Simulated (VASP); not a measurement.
# Al (P2_1/m) in VASP: further runs

Runs on Al. Level: PBEsol. Tasks: single point.

All numbers are computed with VASP 6.6.1; they aren't measurements. Logs are shortened: lines on timing, memory, paths and dates and some standing lists are left out, and cuts for length are marked.

**1. The cell of the first run**

It takes space group P2_1/m (No. 11, monoclinic). The conventional cell has a = 2.667 Å, b = 4.637 Å, c = 2.858 Å, α = 90.00°, β = 113.41°, γ = 90.00°. Within 3.5 Å of Al (site symmetry m) lie 12 Al at 2.67 to 3.04 Å.

**2. Single point, PBEsol (strain -0.1500 x Voigt [0, 0, 0, 0, 0, 1])**

File INCAR:

```
SYSTEM = Al
ALGO = Fast ; EDIFF = 1E-7
ENCUT = 520 ; GGA = PS
ISIF = 2 ; ISMEAR = 0
LASPH = .True. ; LCHARG = .True.
LELF = .True. ; LREAL = .False.
LVHAR = .True. ; LWAVE = .False.
NBANDS = 10 ; NELM = 100
PREC = Accurate ; SIGMA = 0.15
```

File KPOINTS:

```
k-points
0
Gamma
  24 24 14
  0 0 0
```

File POSCAR:

```
Al
1.0
    2.8500694993     -0.2137552125      0.0000000000
   -1.6101521938      2.5751101952      0.0000000000
    0.0000000000      0.0000000000      4.6373174459
Al
2
Direct
    0.6666666667      0.3333333333      0.7500000000
    0.3333333333      0.6666666667      0.2500000000
```

Potentials or basis: VASP PAW PBE potentials, release 64 (Al).

Run with:

```console
$ cat potpaw_PBE.64/Al/POTCAR > POTCAR
$ mpirun -np 1 vasp_std > vasp.out
```

OUTCAR:

```text
SYSTEM = Al
   EDIFF = 1E-7
   ENCUT = 520
   GGA = PS
   ISIF = 2
   ISMEAR = 0
   LASPH = .True.
   LREAL = .False.
   NELM = 100
   PREC = Accurate

 ion  position               nearest neighbor table
   1  0.667  0.333  0.750-   2 2.78   2 2.78   2 2.85   2 2.85   2 2.91   2 2.91
   2  0.333  0.667  0.250-   1 2.78   1 2.78   1 2.85   1 2.85   1 2.91   1 2.91

  LATTYP: Found a simple monoclinic cell.
 ALAT       =     2.6670943513
 B/A-ratio  =     1.7387151840
 C/A-ratio  =     1.0716059136
 COS(beta)  =    -0.3973759173

  Lattice vectors:

 A1 = (   1.2399173055,   2.3613549827,   0.0000000000)
 A2 = (   0.0000000000,   0.0000000000,  -4.6373174459)
 A3 = (  -2.8500694993,   0.2137552125,   0.0000000000)

Analysis of symmetry for initial positions (statically):
=====================================================================
 Subroutine PRICEL returns:
 Original cell was already a primitive cell.

 Routine SETGRP: Setting up the symmetry group for a
 simple monoclinic supercell.

 Subroutine GETGRP returns: Found  4 space group operations
 (whereof  2 operations were pure point group operations)
 out of a pool of  4 trial point group operations.

The static configuration has the point symmetry S_2 .
 The point group associated with its full space group is C_2h.

Analysis of symmetry for dynamics (positions and initial velocities):
=====================================================================
 Subroutine PRICEL returns:
 Original cell was already a primitive cell.

 Routine SETGRP: Setting up the symmetry group for a
 simple monoclinic supercell.

 Subroutine GETGRP returns: Found  4 space group operations
 (whereof  2 operations were pure point group operations)
 out of a pool of  4 trial point group operations.

The dynamic configuration has the point symmetry S_2 .
 The point group associated with its full space group is C_2h.

 Subroutine INISYM returns: Found  4 space group operations
 (whereof  2 operations are pure point group operations),
 and found     1 'primitive' translations

----------------------------------------------------------------------------------------

                                     Primitive cell

  volume of cell :      32.4383

  direct lattice vectors                    reciprocal lattice vectors
     2.850069499 -0.213755213  0.000000000     0.368132439  0.230184035  0.000000000
    -1.610152194  2.575110195  0.000000000     0.030558004  0.407440054  0.000000000
     0.000000000  0.000000000  4.637317446     0.000000000  0.000000000  0.215641912

  length of vectors
     2.858074079  3.037068094  4.637317446     0.434172987  0.408584372  0.215641912

  position of ions in fractional coordinates (direct lattice)
     0.666666667  0.333333333  0.750000000
     0.333333333  0.666666667  0.250000000

  ion indices of the primitive-cell ions
   primitive index   ion index
                 1           1
                 2           2

----------------------------------------------------------------------------------------

 KPOINTS: k-points

Automatic generation of k-mesh.
 Grid dimensions read from file:
 generate k-points for:   24   24   14

 Generating k-lattice:

  Cartesian coordinates                     Fractional coordinates (reciprocal lattice)
     0.015338852  0.009591001  0.000000000     0.041666667  0.000000000  0.000000000
     0.001273250  0.016976669  0.000000000     0.000000000  0.041666667  0.000000000
     0.000000000  0.000000000  0.015402994     0.000000000  0.000000000  0.071428571

  Length of vectors
     0.018090541  0.017024349  0.015402994

  Shift w.r.t. Gamma in fractional coordinates (k-lattice)
     0.000000000  0.000000000  0.000000000

 Subroutine IBZKPT returns following result:
 ===========================================

 Found   2320 irreducible k-points:

 Following reciprocal coordinates:
            Coordinates               Weight
  0.000000  0.000000  0.000000      1.000000
  0.041667  0.000000  0.000000      2.000000
  0.083333  0.000000  0.000000      2.000000
  0.125000  0.000000  0.000000      2.000000
  0.166667  0.000000  0.000000      2.000000
  0.208333  0.000000  0.000000      2.000000
[... 16 lines left out ...]
  0.375000  0.041667  0.000000      2.000000
  0.416667  0.041667  0.000000      2.000000
 [... further k-points ...]
   k-points           NKPTS =   2320   k-points in BZ     NKDIM =   2320   number of bands    NBANDS=     10
   number of dos      NEDOS =    301   number of ions     NIONS =      2
   total plane-waves  NPLWV =  20736
   dimension x,y,z NGX =    24 NGY =   24 NGZ =   36
   dimension x,y,z NGXF=    48 NGYF=   48 NGZF=   72
   ions per type =               2
   NGX,Y,Z   is equivalent  to a cutoff of  13.96, 13.14, 12.91 a.u.
   NGXF,Y,Z  is equivalent  to a cutoff of  27.92, 26.27, 25.81 a.u.
 SYSTEM =  Al
   PREC   = accura    normal or accurate (medium, high low for compatibility)
   ISTART =      0    job   : 0-new  1-cont  2-samecut
   ICHARG =      2    charge: 1-file 2-atom 10-const
   ISPIN  =      1    spin polarized calculation?
   LNONCOLLINEAR =      F non collinear calculations
   LSORBIT =      F    spin-orbit coupling
   LASPH  =      T    aspherical Exc in radial PAW
   ENCUT  =  520.0 eV  38.22 Ry    6.18 a.u.   5.31  5.65  8.62*2*pi/ulx,y,z
   NELM   =    100;   NELMIN=  2; NELMDL= -5     # of ELM steps
   EDIFF  = 0.1E-06   stopping-criterion for ELM
   LREAL  =      F    real-space projection
   EDIFFG = 0.1E-05   stopping-criterion for IOM
   NSW    =      0    number of steps for IOM
   IBRION =     -1    ionic relax: 0-MD 1-quasi-New 2-CG
   NFREE  =      0    steps in history (QN), initial steepest desc. (CG)
   ISIF   =      2    stress and relaxation
   ISYM   =      2    0-nonsym 1-usesym 2-fastsym
   POTIM  = 0.5000    time-step for ionic-motion
   TEBEG  =    0.0;   TEEND  =   0.0 temperature during run
   PSTRESS=    0.0 pullay stress
   NELECT =       6.0000    total number of electrons
   NUPDOWN=      -1.0000    fix difference up-down
   EMIN   =  10.00;   EMAX   =-10.00  energy-range for DOS
   EFERMI =   0.00;   METHOD = LEGACY
   ISMEAR =     0;   SIGMA  =   0.15  broadening in eV -4-tet -1-fermi 0-gaus
   EFERMI_NEDOS =   21; number of points for ismear=-14 and -15
   IALGO  =     68    algorithm
   IMIX   =      4    mixing-type and parameters
     AMIX     =   0.40;   BMIX     =  1.00
     AMIX_MAG =   1.60;   BMIX_MAG =  1.00
  volume/ion in A,a.u.               =      16.22       109.45
  Fermi-wavevector in a.u.,A,eV,Ry     =   0.932765  1.762671 11.837765  0.870051
  Thomas-Fermi vector in A             =   2.059397
   LORBIT       =      0    0 simple, 1 ext, 2 COOP (PROOUT), +10 PAW based schemes
   GGA     = PS    functional components
   LHFCALC =     F    Hartree Fock is set to
   AEXX    =    0.0000 exact exchange contribution
   IVDW    =     0    specifies the selected vdW correction
   LEPSILON=     F    determine dielectric tensor
   LRPA    =     F    only Hartree local field effects (RPA)
 non-spin polarized calculation
 RMM-DIIS sequential band-by-band and
 Gauss-broadening in eV      SIGMA  =   0.15
  energy-cutoff  :      520.00
  volume of cell :       32.44
 maximum number of plane-waves:       891
 NGX is ok and might be reduce to    24
   NGX = 11   NGY = 11   NGZ = 17

 number of electron       6.0000000 magnetization

 Free energy of the ion-electron system (eV)
  ---------------------------------------------------
  ext. energy  EPLUGINS =         0.00000000
  ---------------------------------------------------
  free energy    TOTEN  =        -8.05071526 eV

  energy without entropy =       -8.04117295  energy(sigma->0) =       -8.04594410

 E-fermi :   8.1003     XC(G=0): -10.3151

 val. band max:        8.0977652935   @ k =   0.5000   0.3750   0.0000
 cond. band min:       8.1004968167   @ k =  -0.3333   0.3750   0.1429
 fundamental gap:      0.0027315232
 Fermi energy:         8.1002565423

 k-point     1 :       0.0000    0.0000    0.0000
  band No.  band energies     occupation
      1      -3.1299      2.00000
      2       3.4626      2.00000
      3       3.7279      2.00000
      4      16.6989      0.00000
      5      16.9822      0.00000
      6      19.6052      0.00000
      7      20.5400      0.00000
      8      21.3196      0.00000
      9      22.1372      0.00000
     10      22.3434      0.00000

 k-point     2 :       0.0417    0.0000    0.0000
  band No.  band energies     occupation
      1      -3.0815      2.00000
      2       3.5074      2.00000
      3       3.7749      2.00000
      4      15.9738      0.00000
      5      17.7178      0.00000
      6      19.1152      0.00000
      7      20.4731      0.00000
      8      20.9810      0.00000
      9      21.6932      0.00000
     10      21.9912      0.00000

 k-point     3 :       0.0833    0.0000    0.0000
  band No.  band energies     occupation
      1      -2.9365      2.00000
      2       3.6418      2.00000
      3       3.9155      2.00000
      4      15.1879      0.00000
      5      17.9862      0.00000
      6      18.4977      0.00000
      7      19.5068      0.00000
      8      20.7194      0.00000
      9      21.3769      0.00000
     10      21.7936      0.00000
[... 248 lines left out ...]
 k-point    23 :       0.3750    0.0417    0.0000
  band No.  band energies     occupation
      1       1.2391      2.00000
      2       6.3018      2.00000
      3       7.5829      2.00000
      4       8.4617      0.00066
      5      11.5208      0.00000
      6      12.8164      0.00000
      7      12.9337      0.00000
      8      14.7378      0.00000
      9      17.4919      0.00000
     10      17.7078      0.00000

 k-point    24 :       0.4167    0.0417    0.0000
  band No.  band energies     occupation
      1       2.1712      2.00000
      2       5.2653      2.00000
      3       8.4799      0.00034
      4       9.0522      0.00000
      5      11.2459      0.00000
      6      11.5893      0.00000
      7      12.0926      0.00000
      8      14.4034      0.00000
      9      17.2896      0.00000
     10      17.4333      0.00000

 [... further k-points ...]

------------------------ aborting loop because EDIFF is reached ----------------------------------------

  FORCE on cell =-STRESS in cart. coord.  units (eV):
  Direction    XX          YY          ZZ          XY          YZ          ZX
  --------------------------------------------------------------------------------------
  -------------------------------------------------------------------------------------
  Total        0.2018738      0.7236557      0.2650621      0.9570040      0.0000000      0.0000000
  in kB        9.9708470     35.7424265     13.0918104     47.2678442      0.0000000      0.0000000
  external PRESSURE =      19.6016946 kB  Pullay stress =       0.0000000 kB

 VOLUME and BASIS-vectors are now :
 -----------------------------------------------------------------------------
  energy-cutoff  :      520.00
  volume of cell :       32.44
      direct lattice vectors                 reciprocal lattice vectors
     2.850069499 -0.213755213  0.000000000     0.368132439  0.230184035  0.000000000
    -1.610152194  2.575110195  0.000000000     0.030558004  0.407440054  0.000000000
     0.000000000  0.000000000  4.637317446     0.000000000  0.000000000  0.215641912

 POSITION                                       TOTAL-FORCE (eV/Angst)
 -----------------------------------------------------------------------------------
      1.36333      0.71587      3.47799        -0.064108     -0.024778      0.000000
     -0.12341      1.64549      1.15933         0.064108      0.024778      0.000000
 -----------------------------------------------------------------------------------
    total drift:                                0.000000     -0.000000     -0.000000

  FREE ENERGIE OF THE ION-ELECTRON SYSTEM (eV)
  ---------------------------------------------------
  free  energy   TOTEN  =        -8.0507152553 eV

  energy  without entropy=       -8.0411729482  energy(sigma->0) =       -8.04594410
```

Wall time 3.6 min (1 thread of Intel Xeon 6975P-C (Granite Rapids), shared host); peak memory 0.66 GiB.

What came out:

```
Free energy            : -8.0507 eV
Pressure               : 2.0 GPa
Largest force          : 0.069 eV/Å
Band gap on the k mesh : zero (bands 3 and 4 overlap by 8.48 eV)
```

Forces in eV/Å, atoms in the order of the input:
```
Al  -0.064 -0.025  0.000
Al   0.064  0.025  0.000
```

Caveat: the cell differs from its parent crystal (strain -0.1500 x Voigt [0, 0, 0, 0, 0, 1]); the PAW data sets were made with another functional, which shifts forces and pressure a little.

[end of part 1 of 2]
